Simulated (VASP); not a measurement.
# Ti3HN3 in VASP: further runs

Ti3HN3 is run at these levels: PBE; tasks: single point.

All numbers are computed with VASP 6.6.1; they aren't measurements. Logs are shortened: lines on timing, memory, paths and dates and some standing lists are left out, and cuts for length are marked.

### Step 1. The cell of the first run

The cell holds a slab with vacuum, 7 atoms: a = 3.003 Å, b = 3.003 Å, c = 21.554 Å, α = 90.00°, β = 90.00°, γ = 120.00°.

### Step 2. Single point, PBE

File INCAR:

```
PREC = Accurate
ENCUT = 520
EDIFF = 1E-7
ISMEAR = 0
SIGMA = 0.1
LREAL = False
LASPH = True
NELM = 60
ALGO = Normal
ISIF = 2
LWAVE = False
LCHARG = False
LDIPOL = True
IDIPOL = 3
DIPOL = 0.5 0.5 0.357
GGA = PE
NBANDS = 35
```

File KPOINTS:

```
regular mesh
0
Gamma
  9 9 1
```

File POSCAR:

```
Ti3HN3
1.0
    3.0028555063      0.0000000000      0.0000000000
   -1.5014277532      2.6005491524      0.0000000000
    0.0000000000      0.0000000000     21.5541471692
N Ti H
3 3 1
Direct
    0.3333333333      0.6666666667      0.1855791356
    0.0000000000      0.0000000000      0.2993308528
    0.6666666667      0.3333333333      0.4147299344
    0.6666666667      0.3333333333      0.2424549943
    0.3333333333      0.6666666667      0.3575097830
    0.0000000000      0.0000000000      0.4664599852
    0.0000000000      0.3333333333      0.5331726876
```

Potentials or basis: VASP PAW PBE potentials, release 64 (N, Ti_sv, H).

Command:

```sh
cat potpaw_PBE.64/N/POTCAR potpaw_PBE.64/Ti_sv/POTCAR potpaw_PBE.64/H/POTCAR > POTCAR
mpirun -np 1 vasp_std > vasp.out
```

OUTCAR:

```text
PREC = Accurate
   ENCUT = 520
   EDIFF = 1E-7
   ISMEAR = 0
   LREAL = False
   LASPH = True
   NELM = 60
   ISIF = 2
   GGA = PE

 ion  position               nearest neighbor table
   1  0.333  0.667  0.186-   4 2.12   4 2.12   4 2.12
   2  0.000  0.000  0.299-   4 2.12   4 2.12   4 2.12   5 2.14   5 2.14   5 2.14
   3  0.667  0.333  0.415-   6 2.06   6 2.06   6 2.06   5 2.13   5 2.13   5 2.13
   4  0.667  0.333  0.242-   2 2.12   2 2.12   2 2.12   1 2.12   1 2.12   1 2.12
   5  0.333  0.667  0.358-   3 2.13   3 2.13   3 2.13   2 2.14   2 2.14   2 2.14   6 2.92   6 2.92
                             6 2.92
   6  0.000  0.000  0.466-   7 1.75   3 2.06   3 2.06   3 2.06   5 2.92   5 2.92   5 2.92
   7  0.000  0.333  0.533-   6 1.75

  LATTYP: Found a hexagonal cell.
 ALAT       =     3.0028555063
 C/A-ratio  =     7.1778835592

  Lattice vectors:

 A1 = (   3.0028555063,   0.0000000000,   0.0000000000)
 A2 = (  -1.5014277532,   2.6005491524,   0.0000000000)
 A3 = (   0.0000000000,   0.0000000000,  21.5541471692)

Analysis of symmetry for initial positions (statically):
=====================================================================
 Subroutine PRICEL returns:
 Original cell was already a primitive cell.

 Routine SETGRP: Setting up the symmetry group for a
 hexagonal supercell.

 Subroutine GETGRP returns: Found  1 space group operations
 (whereof  1 operations were pure point group operations)
 out of a pool of 24 trial point group operations.

The static configuration has the point symmetry C_1 .

Analysis of symmetry for dynamics (positions and initial velocities):
=====================================================================
 Subroutine PRICEL returns:
 Original cell was already a primitive cell.

 Routine SETGRP: Setting up the symmetry group for a
 hexagonal supercell.

 Subroutine GETGRP returns: Found  1 space group operations
 (whereof  1 operations were pure point group operations)
 out of a pool of 24 trial point group operations.

The dynamic configuration has the point symmetry C_1 .

 Subroutine INISYM returns: Found  1 space group operations
 (whereof  1 operations are pure point group operations),
 and found     1 'primitive' translations

----------------------------------------------------------------------------------------

                                     Primitive cell

  volume of cell :     168.3179

  direct lattice vectors                    reciprocal lattice vectors
     3.002855506  0.000000000  0.000000000     0.333016357  0.192267083  0.000000000
    -1.501427753  2.600549152  0.000000000     0.000000000  0.384534166  0.000000000
     0.000000000  0.000000000 21.554147169     0.000000000  0.000000000  0.046394784

  length of vectors
     3.002855506  3.002855506 21.554147169     0.384534166  0.384534166  0.046394784

  position of ions in fractional coordinates (direct lattice)
     0.333333333  0.666666667  0.185579136
     0.000000000  0.000000000  0.299330853
     0.666666667  0.333333333  0.414729934
     0.666666667  0.333333333  0.242454994
     0.333333333  0.666666667  0.357509783
     0.000000000  0.000000000  0.466459985
     0.000000000  0.333333333  0.533172688

  ion indices of the primitive-cell ions
   primitive index   ion index
                 1           1
                 2           2
                 3           3
                 4           4
                 5           5
                 6           6
                 7           7

----------------------------------------------------------------------------------------

 KPOINTS: regular mesh

Automatic generation of k-mesh.
 Grid dimensions read from file:
 generate k-points for:    9    9    1

 Generating k-lattice:

  Cartesian coordinates                     Fractional coordinates (reciprocal lattice)
     0.037001817  0.021363009  0.000000000     0.111111111  0.000000000  0.000000000
     0.000000000  0.042726018  0.000000000     0.000000000  0.111111111  0.000000000
     0.000000000  0.000000000  0.046394784     0.000000000  0.000000000  1.000000000

  Length of vectors
     0.042726018  0.042726018  0.046394784

  Shift w.r.t. Gamma in fractional coordinates (k-lattice)
     0.000000000  0.000000000  0.000000000

 Subroutine IBZKPT returns following result:
 ===========================================

 Found     41 irreducible k-points:

 Following reciprocal coordinates:
            Coordinates               Weight
  0.000000  0.000000  0.000000      1.000000
  0.111111 -0.000000  0.000000      2.000000
  0.000000  0.111111  0.000000      2.000000
 -0.111111  0.111111  0.000000      2.000000
  0.222222  0.000000  0.000000      2.000000
  0.000000  0.222222  0.000000      2.000000
[... 16 lines left out ...]
  0.333333  0.111111  0.000000      2.000000
 -0.111111  0.444444  0.000000      2.000000
 [... further k-points ...]
   k-points           NKPTS =     41   k-points in BZ     NKDIM =     41   number of bands    NBANDS=     35
   number of dos      NEDOS =    301   number of ions     NIONS =      7
   total plane-waves  NPLWV =  92160
   dimension x,y,z NGX =    24 NGY =   24 NGZ =  160
   dimension x,y,z NGXF=    48 NGYF=   48 NGZF=  320
   ions per type =               3   3   1
   NGX,Y,Z   is equivalent  to a cutoff of  13.29, 13.29, 12.34 a.u.
   NGXF,Y,Z  is equivalent  to a cutoff of  26.57, 26.57, 24.68 a.u.
 SYSTEM =  unknown system
   PREC   = accura    normal or accurate (medium, high low for compatibility)
   ISTART =      0    job   : 0-new  1-cont  2-samecut
   ICHARG =      2    charge: 1-file 2-atom 10-const
   ISPIN  =      1    spin polarized calculation?
   LNONCOLLINEAR =      F non collinear calculations
   LSORBIT =      F    spin-orbit coupling
   LASPH  =      T    aspherical Exc in radial PAW
   ENCUT  =  520.0 eV  38.22 Ry    6.18 a.u.   5.58  5.58 40.08*2*pi/ulx,y,z
   NELM   =     60;   NELMIN=  2; NELMDL= -5     # of ELM steps
   EDIFF  = 0.1E-06   stopping-criterion for ELM
   LREAL  =      F    real-space projection
   EDIFFG = 0.1E-05   stopping-criterion for IOM
   NSW    =      0    number of steps for IOM
   IBRION =     -1    ionic relax: 0-MD 1-quasi-New 2-CG
   NFREE  =      0    steps in history (QN), initial steepest desc. (CG)
   ISIF   =      2    stress and relaxation
   ISYM   =      2    0-nonsym 1-usesym 2-fastsym
   POTIM  = 0.5000    time-step for ionic-motion
   TEBEG  =    0.0;   TEEND  =   0.0 temperature during run
   PSTRESS=    0.0 pullay stress
   NELECT =      52.0000    total number of electrons
   NUPDOWN=      -1.0000    fix difference up-down
   EMIN   =  10.00;   EMAX   =-10.00  energy-range for DOS
   EFERMI =   0.00;   METHOD = LEGACY
   ISMEAR =     0;   SIGMA  =   0.10  broadening in eV -4-tet -1-fermi 0-gaus
   EFERMI_NEDOS =   21; number of points for ismear=-14 and -15
   IALGO  =     38    algorithm
   IMIX   =      4    mixing-type and parameters
     AMIX     =   0.40;   BMIX     =  1.00
     AMIX_MAG =   1.60;   BMIX_MAG =  1.00
  volume/ion in A,a.u.               =      24.05       162.27
  Fermi-wavevector in a.u.,A,eV,Ry     =   1.106707  2.091372 16.664409  1.224799
  Thomas-Fermi vector in A             =   2.243211
   LORBIT       =      0    0 simple, 1 ext, 2 COOP (PROOUT), +10 PAW based schemes
   GGA     = PE    functional components
   LHFCALC =     F    Hartree Fock is set to
   AEXX    =    0.0000 exact exchange contribution
   IVDW    =     0    specifies the selected vdW correction
   LEPSILON=     F    determine dielectric tensor
   LRPA    =     F    only Hartree local field effects (RPA)
 non-spin polarized calculation
 Gauss-broadening in eV      SIGMA  =   0.10
  energy-cutoff  :      520.00
  volume of cell :      168.32
 maximum number of plane-waves:      4581
   NGX = 11   NGY = 11   NGZ = 81

 dipolmoment           0.000000      0.000000      0.577849 electrons x Angstroem

 number of electron      52.0000014 magnetization

 dipolmoment           0.000000      0.000000     -0.120928 electrons x Angstroem

 Free energy of the ion-electron system (eV)
  ---------------------------------------------------
  ext. energy  EPLUGINS =         0.00000000
  ---------------------------------------------------
  free energy    TOTEN  =       -58.11145281 eV

  energy without entropy =      -58.09496658  energy(sigma->0) =      -58.10320969

 E-fermi :  -0.6874     XC(G=0):  -5.5441

 val. band max:       -0.7172741911   @ k =   0.3333  -0.1111   0.0000
 cond. band min:      -0.6788351948   @ k =   0.4444  -0.1111   0.0000
 fundamental gap:      0.0384389963
 Fermi energy:        -0.6874145083

 k-point     1 :       0.0000    0.0000    0.0000
  band No.  band energies     occupation
      1     -58.2710      2.00000
      2     -57.9521      2.00000
      3     -57.2217      2.00000
      4     -34.7291      2.00000
      5     -34.3331      2.00000
      6     -34.3218      2.00000
[... 27 lines left out ...]
     34       1.6351      0.00000
     35       1.6381      0.00000

 k-point     2 :       0.1111   -0.0000    0.0000
  band No.  band energies     occupation
      1     -58.2633      2.00000
      2     -57.9454      2.00000
      3     -57.2146      2.00000
      4     -34.7114      2.00000
      5     -34.3898      2.00000
      6     -34.3457      2.00000
[... 27 lines left out ...]
     34       1.8897      0.00000
     35       1.9481      0.00000

 k-point     3 :       0.0000    0.1111    0.0000
  band No.  band energies     occupation
      1     -58.2633      2.00000
      2     -57.9454      2.00000
      3     -57.2146      2.00000
      4     -34.7113      2.00000
      5     -34.3965      2.00000
      6     -34.3384      2.00000
[... 27 lines left out ...]
     34       1.9090      0.00000
     35       1.9458      0.00000

 k-point     4 :      -0.1111    0.1111    0.0000
  band No.  band energies     occupation
      1     -58.2633      2.00000
      2     -57.9454      2.00000
      3     -57.2146      2.00000
      4     -34.7118      2.00000
      5     -34.3968      2.00000
      6     -34.3361      2.00000
[... 27 lines left out ...]
     34       1.9137      0.00000
     35       1.9461      0.00000

 k-point     5 :       0.2222    0.0000    0.0000
  band No.  band energies     occupation
      1     -58.2438      2.00000
      2     -57.9284      2.00000
      3     -57.1967      2.00000
      4     -34.6700      2.00000
      5     -34.5352      2.00000
      6     -34.3780      2.00000
[... 638 lines left out ...]
 k-point    22 :       0.3333   -0.1111    0.0000
  band No.  band energies     occupation
      1     -58.2287      2.00000
      2     -57.9153      2.00000
      3     -57.1828      2.00000
      4     -34.6617      2.00000
      5     -34.6020      2.00000
      6     -34.4245      2.00000
[... 27 lines left out ...]
     34       2.3536      0.00000
     35       2.7272      0.00000

 k-point    23 :       0.3333    0.1111    0.0000
  band No.  band energies     occupation
      1     -58.2102      2.00000
      2     -57.8992      2.00000
      3     -57.1658      2.00000
      4     -34.7578      2.00000
      5     -34.5893      2.00000
      6     -34.4644      2.00000
[... 27 lines left out ...]
     34       2.6078      0.00000
     35       2.9265      0.00000

 k-point    24 :      -0.1111    0.4444    0.0000
  band No.  band energies     occupation
      1     -58.2102      2.00000
      2     -57.8990      2.00000
      3     -57.1658      2.00000
      4     -34.7640      2.00000
      5     -34.5910      2.00000
      6     -34.4600      2.00000
[... 27 lines left out ...]
     34       2.6232      0.00000
     35       2.9398      0.00000

 [... further k-points ...]

------------------------ aborting loop because EDIFF is reached ----------------------------------------

 vacuum level on the upper side and lower side of the slab       (xc-potential included)        -1.432         1.282

  FORCE on cell =-STRESS in cart. coord.  units (eV):
  Direction    XX          YY          ZZ          XY          YZ          ZX
  --------------------------------------------------------------------------------------
  -------------------------------------------------------------------------------------
  Total       -1.7884067     -1.0663872     -3.4411326      0.4342349      1.9750533     -0.8493974
  in kB      -17.0234089    -10.1506808    -32.7553050      4.1333762     18.8000527     -8.0852071
  external PRESSURE =     -19.9764649 kB  Pullay stress =       0.0000000 kB

 VOLUME and BASIS-vectors are now :
 -----------------------------------------------------------------------------
  energy-cutoff  :      520.00
  volume of cell :      168.32
      direct lattice vectors                 reciprocal lattice vectors
     3.002855506  0.000000000  0.000000000     0.333016357  0.192267083  0.000000000
    -1.501427753  2.600549152  0.000000000     0.000000000  0.384534166  0.000000000
     0.000000000  0.000000000 21.554147169     0.000000000  0.000000000  0.046394784

 POSITION                                       TOTAL-FORCE (eV/Angst)
 -----------------------------------------------------------------------------------
     -0.00000      1.73370      4.00000         0.023332      0.021734      4.221479
      0.00000      0.00000      6.45182        -0.003351     -0.007691      1.270517
      1.50143      0.86685      8.93915        -0.085421     -0.426570     -0.018361
      1.50143      0.86685      5.22591        -0.002065     -0.008940     -5.475309
     -0.00000      1.73370      7.70582        -0.002267      0.007808     -0.122178
      0.00000      0.00000     10.05415         0.647502     -0.684082      0.119411
     -0.50048      0.86685     11.49208        -0.577730      1.097741      0.004442
 -----------------------------------------------------------------------------------
    total drift:                               -0.000013      0.000014     -0.000299

  FREE ENERGIE OF THE ION-ELECTRON SYSTEM (eV)
  ---------------------------------------------------
  free  energy   TOTEN  =       -58.1114528055 eV

  energy  without entropy=      -58.0949665780  energy(sigma->0) =      -58.10320969

 vacuum level on the upper side and lower side of the slab         4.719         7.499
```

It took 5.4 min on 1 thread of Intel Xeon 6975P-C (Granite Rapids), shared host; peak memory 0.4 GiB.

Results:

* Free energy: -58.1115 eV
* Largest force: 5.475 eV/Å
* Band gap on the k mesh: zero (bands 26 and 27 overlap by 0.31 eV)

Forces in eV/Å, atoms in the order of the input:
```
N    0.023  0.022  4.221
N   -0.003 -0.008  1.271
N   -0.085 -0.427 -0.018
Ti  -0.002 -0.009 -5.475
Ti  -0.002  0.008 -0.122
Ti   0.648 -0.684  0.119
H   -0.578  1.098  0.004
```

### Step 3. Single point, PBE

File INCAR:

```
  ALGO = Normal
  DIPOL = 0.5 0.5 0.359
  EDIFF = 1E-6
  ENCUT = 520
  GGA = PE
  IDIPOL = 3
  ISIF = 2
  ISMEAR = 0
  LASPH = T
  LCHARG = T
  LDIPOL = T
  LELF = T
  LREAL = F
  LVACPOTAV = T
  LVHAR = T
  LWAVE = F
  NBANDS = 35
  NELM = 80
  PREC = Accurate
  SIGMA = 0.1
```

File KPOINTS:

```
k-points
0
Gamma
  9 9 1
```

Edit POSCAR of step 2 so:

```diff
@@ -14,2 +14,2 @@
     0.0000000000      0.0000000000      0.4664599852
-    0.0000000000      0.3333333333      0.5331726876
+    0.0000000000      0.1666666667      0.5435324224
```

Potentials or basis: VASP PAW PBE potentials, release 64 (N, Ti_sv, H).

Command:

```sh
cat potpaw_PBE.64/N/POTCAR potpaw_PBE.64/Ti_sv/POTCAR potpaw_PBE.64/H/POTCAR > POTCAR
mpirun -np 1 vasp_std > vasp.out
```

Wall time 4 min (1 thread of Intel Xeon 6975P-C (Granite Rapids), shared host); peak memory 0.4 GiB.

Results (log left out):

```yaml
Free_energy: -57.5559 eV
Largest_force: 5.418 eV/Å
Band_gap_on_the_k_mesh: zero (bands 26 and 27 overlap by 0.39 eV)
```

Forces on the atoms (eV/Å):
```
N    0.002  0.017  4.192
N   -0.009  0.004  1.255
N    0.034 -0.324  0.165
Ti   0.004 -0.014 -5.418
Ti   0.028 -0.015 -0.243
Ti   0.386 -0.469  0.025
H   -0.445  0.801  0.024
```

Levels at points of the mesh, in eV from the Fermi level:
```tsv
k point	band 24	band 25	band 26	band 27	band 28	band 29
(0.00, 0.00, 0.00)	-0.26	-0.26	0.33	0.34	0.48	1.50
```
